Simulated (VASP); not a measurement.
# Ta3N2 (P-3m1) in VASP: single point with r2SCAN

Aim: the single point of Ta3N2 with r2SCAN.

Program: VASP 6.6.1. These are calculated values, not measurements. Logs are shortened: lines on timing, memory, paths and dates and some standing lists are left out, and cuts for length are marked.

### 1 The cell of the first run

It takes space group P-3m1 (No. 164, trigonal). Conventional cell: a = 3.597 Å, b = 3.597 Å, c = 5.597 Å, α = 90.00°, β = 90.00°, γ = 120.00°. Within 3.3 Å of Ta (site symmetry -3m) lie 6 N at 2.49 Å and 6 Ta at 2.87 Å. Ta (site symmetry 3m) has 4 N at 2.17 to 2.24 Å and 6 Ta at 2.64 to 2.87 Å within 2.9 Å. N (site symmetry 3m) has 7 Ta at 2.17 to 2.49 Å within 2.9 Å.

### 2 Single point, r2SCAN, collinear spin

Contents of POSCAR:

```
Ta3N2
1.0
    3.5971261021      0.0000000000      0.0000000000
   -1.7985630511      3.1152025850      0.0000000000
    0.0000000000      0.0000000000      5.5965439101
Ta N
3 2
Direct
    0.0000000000      0.0000000000      0.0000000000
    0.3333333333      0.6666666667      0.6450000000
    0.6666666667      0.3333333333      0.3550000000
    0.3333333333      0.6666666667      0.2450000000
    0.6666666667      0.3333333333      0.7550000000
```

Contents of INCAR.step1:

```
PREC     = Accurate       # precision mode
ENCUT    = 770            # plane-wave cutoff, eV
ISMEAR   = 0              # smearing method
SIGMA    = 0.1            # smearing width, eV
LREAL    = False          # projectors in reciprocal space
LASPH    = True           # aspherical terms in the spheres
NELM     = 200            # most SCF steps
ISPIN    = 2              # spin polarisation
MAGMOM   = 1 1 1 0 0      # initial moments
LMAXMIX  = 4              # l up to which the mixer works
NBANDS   = 36             # bands
GGA      = PE             # functional
ALGO     = Normal         # electronic algorithm
EDIFF    = 1E-5           # SCF threshold, eV
LWAVE    = True           # write WAVECAR
LCHARG   = False          # write CHGCAR
GGA_COMPAT= False
```

Contents of INCAR.step2:

```
PREC     = Accurate       # precision mode
ENCUT    = 770            # plane-wave cutoff, eV
EDIFF    = 1E-6           # SCF threshold, eV
ISMEAR   = 0              # smearing method
SIGMA    = 0.1            # smearing width, eV
LREAL    = False          # projectors in reciprocal space
LASPH    = True           # aspherical terms in the spheres
NELM     = 200            # most SCF steps
ALGO     = Normal         # electronic algorithm
ISIF     = 2              # what is computed and relaxed
LWAVE    = False          # write WAVECAR
LCHARG   = False          # write CHGCAR
ISPIN    = 2              # spin polarisation
MAGMOM   = 1 1 1 0 0      # initial moments
LORBIT   = 11             # projections on sites
LMAXMIX  = 4              # l up to which the mixer works
METAGGA  = R2SCAN         # meta-GGA
LMIXTAU  = True         
NBANDS   = 36             # bands
ISTART   = 1            
GGA_COMPAT= False
```

Contents of KPOINTS:

```
Automatic mesh
0
Gamma
  6 6 4
```

Potentials or basis: VASP PAW PBE potentials, release 64 (Ta_sv_GW, N).

Run with:

```
$ cat potpaw_PBE.64/Ta_sv_GW/POTCAR potpaw_PBE.64/N/POTCAR > POTCAR
$ cp INCAR.step1 INCAR
$ mpirun -np 1 vasp_std > vasp.out
$ cp INCAR.step2 INCAR
$ mpirun -np 1 vasp_std > vasp.out
```

OUTCAR:

```text
PREC = Accurate
   ENCUT = 770
   EDIFF = 1E-6
   ISMEAR = 0
   LREAL = False
   LASPH = True
   NELM = 200
   ISIF = 2
   ISPIN = 2
   LORBIT = 11
   METAGGA = R2SCAN
   ISTART = 1

 ion  position               nearest neighbor table
   1  0.000  0.000  0.000-   4 2.49   5 2.49   4 2.49   5 2.49   5 2.49   4 2.49   2 2.87   3 2.87
                             2 2.87   3 2.87   2 2.87   3 2.87
   2  0.333  0.667  0.645-   5 2.17   5 2.17   5 2.17   4 2.24   3 2.64   3 2.64   3 2.64   1 2.87
                             1 2.87   1 2.87
   3  0.667  0.333  0.355-   4 2.17   4 2.17   4 2.17   5 2.24   2 2.64   2 2.64   2 2.64   1 2.87
                             1 2.87   1 2.87
   4  0.333  0.667  0.245-   3 2.17   3 2.17   3 2.17   2 2.24   1 2.49   1 2.49   1 2.49
   5  0.667  0.333  0.755-   2 2.17   2 2.17   2 2.17   3 2.24   1 2.49   1 2.49   1 2.49

  LATTYP: Found a hexagonal cell.
 ALAT       =     3.5971261021
 C/A-ratio  =     1.5558375634

  Lattice vectors:

 A1 = (   3.5971261021,   0.0000000000,   0.0000000000)
 A2 = (  -1.7985630511,   3.1152025850,   0.0000000000)
 A3 = (   0.0000000000,   0.0000000000,   5.5965439101)

Analysis of symmetry for initial positions (statically):
=====================================================================
 Subroutine PRICEL returns:
 Original cell was already a primitive cell.

 Routine SETGRP: Setting up the symmetry group for a
 hexagonal supercell.

 Subroutine GETGRP returns: Found 12 space group operations
 (whereof 12 operations were pure point group operations)
 out of a pool of 24 trial point group operations.

The static configuration has the point symmetry D_3d.

Analysis of symmetry for dynamics (positions and initial velocities):
=====================================================================
 Subroutine PRICEL returns:
 Original cell was already a primitive cell.

 Routine SETGRP: Setting up the symmetry group for a
 hexagonal supercell.

 Subroutine GETGRP returns: Found 12 space group operations
 (whereof 12 operations were pure point group operations)
 out of a pool of 24 trial point group operations.

The dynamic configuration has the point symmetry D_3d.

Analysis of structural, dynamic, and magnetic symmetry:
=====================================================================
 Subroutine PRICEL returns:
[... 144 lines left out ...]
   LRPA    =     F    only Hartree local field effects (RPA)
 spin polarized calculation
 Gauss-broadening in eV      SIGMA  =   0.10
  energy-cutoff  :      770.00
  volume of cell :       62.71
 maximum number of plane-waves:      3056
 NGX is ok and might be reduce to    36
   NGX = 17   NGY = 17   NGZ = 25

 number of electron      49.0000001 magnetization       0.0000006

 number of electron      49.0000001 magnetization      -0.0000003

 Free energy of the ion-electron system (eV)
  ---------------------------------------------------
  ext. energy  EPLUGINS =         0.00000000
  ---------------------------------------------------
  free energy    TOTEN  =      -171.87698391 eV

  energy without entropy =     -171.86430044  energy(sigma->0) =     -171.87064218

 E-fermi :  12.3496     XC(G=0): -14.2958

 val. band max:       12.2690478707   @ k =   0.3333  -0.0000   0.2500
 cond. band min:      12.3506892151   @ k =   0.1667  -0.0000   0.0000
 fundamental gap:      0.0816413444
 Fermi energy:        12.3496466377

 spin component 1

 k-point     1 :       0.0000    0.0000    0.0000
  band No.  band energies     occupation
      1     -58.7978      1.00000
      2     -58.1464      1.00000
      3     -57.9249      1.00000
      4     -24.7439      1.00000
      5     -24.5599      1.00000
      6     -24.5599      1.00000
[... 925 lines left out ...]
     35      18.2856      0.00000
     36      20.9114      0.00000
 Fermi energy:        12.3496466377

 spin component 2

 k-point     1 :       0.0000    0.0000    0.0000
  band No.  band energies     occupation
      1     -58.7978      1.00000
      2     -58.1464      1.00000
      3     -57.9249      1.00000
      4     -24.7439      1.00000
      5     -24.5599      1.00000
      6     -24.5599      1.00000
[... 925 lines left out ...]
     35      18.2856      0.00000
     36      20.9114      0.00000

------------------------ aborting loop because EDIFF is reached ----------------------------------------

  FORCE on cell =-STRESS in cart. coord.  units (eV):
  Direction    XX          YY          ZZ          XY          YZ          ZX
  --------------------------------------------------------------------------------------
  -------------------------------------------------------------------------------------
  Total       -1.4394649     -1.4394649      6.5884820      0.0000000     -0.0000000      0.0000000
  in kB      -36.7747556    -36.7747556    168.3193604      0.0000000     -0.0000000      0.0000000
  external PRESSURE =      31.5899497 kB  Pullay stress =       0.0000000 kB

 VOLUME and BASIS-vectors are now :
 -----------------------------------------------------------------------------
  energy-cutoff  :      770.00
  volume of cell :       62.71
      direct lattice vectors                 reciprocal lattice vectors
     3.597126102  0.000000000  0.000000000     0.277999706  0.160503205  0.000000000
    -1.798563051  3.115202585  0.000000000     0.000000000  0.321006411  0.000000000
     0.000000000  0.000000000  5.596543910     0.000000000  0.000000000  0.178681704

 POSITION                                       TOTAL-FORCE (eV/Angst)
 -----------------------------------------------------------------------------------
      0.00000      0.00000      0.00000         0.000000      0.000000      0.000000
     -0.00000      2.07680      3.60977         0.000000      0.000000      3.063408
      1.79856      1.03840      1.98677        -0.000000      0.000000     -3.063408
     -0.00000      2.07680      1.37115         0.000000     -0.000000     -0.279843
      1.79856      1.03840      4.22539         0.000000      0.000000      0.279843
 -----------------------------------------------------------------------------------
    total drift:                               -0.000000     -0.000000      0.000000

  FREE ENERGIE OF THE ION-ELECTRON SYSTEM (eV)
  ---------------------------------------------------
  free  energy   TOTEN  =      -171.8769839147 eV

  energy  without entropy=     -171.8643004440  energy(sigma->0) =     -171.87064218

 total charge

# of ion       s       p       d       f       tot
--------------------------------------------------
    1        2.645   6.002   2.385   0.052  11.083
    2        2.751   6.034   2.609   0.096  11.490
    3        2.751   6.034   2.609   0.096  11.490
    4        1.254   2.439   0.000   0.000   3.693
    5        1.254   2.439   0.000   0.000   3.693
--------------------------------------------------
tot         10.656  22.947   7.602   0.244  41.449

 magnetization (x)

# of ion       s       p       d       f       tot
--------------------------------------------------
    1       -0.000  -0.000  -0.000   0.000  -0.000
    2       -0.000   0.000   0.000  -0.000  -0.000
    3       -0.000   0.000   0.000  -0.000  -0.000
    4       -0.000  -0.000   0.000   0.000  -0.000
    5       -0.000  -0.000   0.000   0.000  -0.000
--------------------------------------------------
tot         -0.000  -0.000  -0.000  -0.000  -0.000
```

OSZICAR.step1:

```text
N       E                     dE             d eps       ncg     rms          rms(c)
DAV:   1     0.517176327494E+03    0.51718E+03   -0.37132E+04  3456   0.190E+03
DAV:   2    -0.297699229833E+02   -0.54695E+03   -0.52292E+03  4380   0.463E+02
DAV:   3    -0.656111196891E+02   -0.35841E+02   -0.35045E+02  4380   0.127E+02
DAV:   4    -0.670906244895E+02   -0.14795E+01   -0.14741E+01  4752   0.222E+01
DAV:   5    -0.671082537978E+02   -0.17629E-01   -0.17611E-01  4444   0.279E+00    0.109E+02
DAV:   6    -0.600039256968E+02    0.71043E+01   -0.27444E+01  4620   0.293E+01    0.102E+02
DAV:   7    -0.596465528669E+02    0.35737E+00   -0.36868E+00  4136   0.108E+01    0.371E+01
DAV:   8    -0.595878367680E+02    0.58716E-01   -0.93166E-01  4056   0.624E+00    0.121E+01
DAV:   9    -0.595254707107E+02    0.62366E-01   -0.19053E-01  4236   0.264E+00    0.799E+00
DAV:  10    -0.595274642977E+02   -0.19936E-02   -0.22311E-02  4112   0.841E-01    0.455E+00
DAV:  11    -0.595276964804E+02   -0.23218E-03   -0.49015E-03  4268   0.507E-01    0.184E+00
DAV:  12    -0.595271422762E+02    0.55420E-03   -0.24064E-03  3812   0.317E-01    0.152E+00
DAV:  13    -0.595271388059E+02    0.34702E-05   -0.23659E-04  4892   0.947E-02    0.873E-01
DAV:  14    -0.595271430315E+02   -0.42256E-05   -0.13955E-05  2768   0.272E-02
   1 F= -.59527143E+02 E0= -.59519494E+02  d E =-.152989E-01  mag=     0.0008
```

Run time: 8.1 min. Hardware: 1 thread of AMD EPYC 9R45 (Zen 5), shared host; peak memory 0.4 GiB.

What came out:

| Quantity | Value |
| --- | --- |
| Free energy | -171.8770 eV |
| Pressure | 3.2 GPa |
| Largest force | 3.063 eV/Å |
| Net moment | 0.00 μB per cell |
| Valence electrons inside the program's atomic spheres | Ta 11.08, 11.49 (each value once); N 3.69 |

Forces in eV/Å, atoms in the order of the input:
```
Ta   0.000  0.000  0.000
Ta   0.000  0.000  3.063
Ta   0.000  0.000 -3.063
N    0.000  0.000 -0.280
N    0.000  0.000  0.280
```

Levels at points of the mesh, in eV from the Fermi level:
Spin up:
| k point | band 22 | band 23 | band 24 | band 25 | band 26 | band 27 |
| --- | --- | --- | --- | --- | --- | --- |
| (0.00, 0.00, 0.00) | -3.85 | -2.71 | -1.06 | 1.58 | 1.58 | 2.18 |
| (0.50, 0.00, 0.00) | -2.28 | -2.26 | -0.90 | -0.32 | 0.01 | 1.52 |
| (0.00, 0.00, 0.50) | -2.15 | -1.96 | -1.96 | -1.24 | -0.74 | 0.66 |
| (0.50, 0.00, 0.50) | -2.92 | -2.44 | -0.80 | 0.19 | 0.80 | 1.88 |
Spin down:
| k point | band 21 | band 22 | band 23 | band 24 | band 25 | band 26 | band 27 | band 28 |
| --- | --- | --- | --- | --- | --- | --- | --- | --- |
| (0.00, 0.00, 0.00) | -3.85 | -3.85 | -2.71 | -1.06 | 1.58 | 1.58 | 2.18 | 2.31 |
| (0.50, 0.00, 0.00) | -4.08 | -2.28 | -2.26 | -0.90 | -0.32 | 0.01 | 1.52 | 1.68 |
| (0.00, 0.00, 0.50) | -2.15 | -2.15 | -1.96 | -1.96 | -1.24 | -0.74 | 0.66 | 0.66 |
| (0.50, 0.00, 0.50) | -3.00 | -2.92 | -2.44 | -0.80 | 0.19 | 0.80 | 1.88 | 1.91 |

Caveat: the stress differs along the axes, from -4 to 17 GPa; the PAW data sets were made with another functional, which shifts forces and pressure a little; spin-orbit coupling is left out, which moves the levels of the heavy elements.
